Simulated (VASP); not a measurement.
## TiO2: single point with PBEsol

Crystal: TiO2.

```
Ti O
1.0
     4.72065    0.00000    0.00000
     0.00000    4.72065    0.00000
     0.00000    0.00000    2.78008
Ti O
2 4
Direct
  0.00000 0.00000 0.00000
  0.50000 0.50000 0.50000
  0.30444 0.30444 0.00000
  0.19556 0.80444 0.50000
  0.69556 0.69556 0.00000
  0.80444 0.19556 0.50000
```

```json
{
 "Program": "VASP 6.6.1",
 "Task": "single point",
 "Functional": "PBEsol",
 "Potentials or basis": "VASP PAW PBE potentials, release 64 (Ti_sv, O)",
 "Cutoff": "520 eV",
 "k mesh": "8 × 8 × 10",
 "Occupations": "gaussian, width 0.05 eV",
 "Spin": "no spin polarisation"
}
```

- Pressure: 5.4 GPa
- Largest force: 0.144 eV/Å
- Band gap on the k mesh: 1.96 eV (least direct gap 2.00 eV)

Forces in eV/Å, atoms in the order of the input:
```
Ti   0.000  0.000  0.000
Ti   0.000  0.000  0.000
O   -0.102 -0.102  0.000
O    0.102 -0.102  0.000
O    0.102  0.102  0.000
O   -0.102  0.102  0.000
```

Stress tensor (GPa, compression positive):
```
-3.43  0.00  0.00
 0.00 -3.43  0.00
 0.00  0.00 22.92
```

Levels at points of the mesh, in eV from the valence-band top:
| k point | band 20 | band 21 | band 22 | band 23 | band 24 | band 25 | band 26 | band 27 | band 28 | band 29 |
| --- | --- | --- | --- | --- | --- | --- | --- | --- | --- | --- |
| (0.00, 0.00, 0.00) | -1.18 | -0.33 | -0.33 | -0.19 | -0.03 | 1.97 | 2.14 | 3.06 | 3.09 | 3.09 |
| (0.50, 0.00, 0.00) | -2.90 | -0.92 | -0.92 | -0.62 | -0.62 | 2.66 | 2.66 | 3.49 | 3.49 | 4.14 |
| (0.50, 0.50, 0.00) | -2.23 | -0.96 | -0.96 | -0.66 | -0.66 | 1.96 | 1.96 | 3.10 | 3.10 | 4.41 |
| (0.00, 0.00, 0.50) | -2.98 | -1.93 | -1.93 | -1.33 | -1.33 | 3.20 | 3.20 | 3.88 | 3.88 | 4.23 |
| (0.50, 0.00, 0.50) | -2.07 | -1.97 | -1.97 | -0.84 | -0.84 | 2.17 | 2.17 | 4.13 | 4.13 | 4.24 |
| (0.50, 0.50, 0.50) | -2.96 | -1.02 | -1.02 | -0.61 | -0.61 | 2.88 | 2.88 | 3.43 | 3.43 | 4.25 |

It took 91 s on 1 thread of Intel(R) Xeon(R) Platinum 8488C (Sapphire Rapids), on a shared host, peak memory 0.27 GiB.

Caveat: the cell stands under pressure; the PAW data sets were made with another functional, which shifts forces and pressure a little. Expect the measured gap to be larger: semilocal functionals such as PBEsol lack the derivative discontinuity.
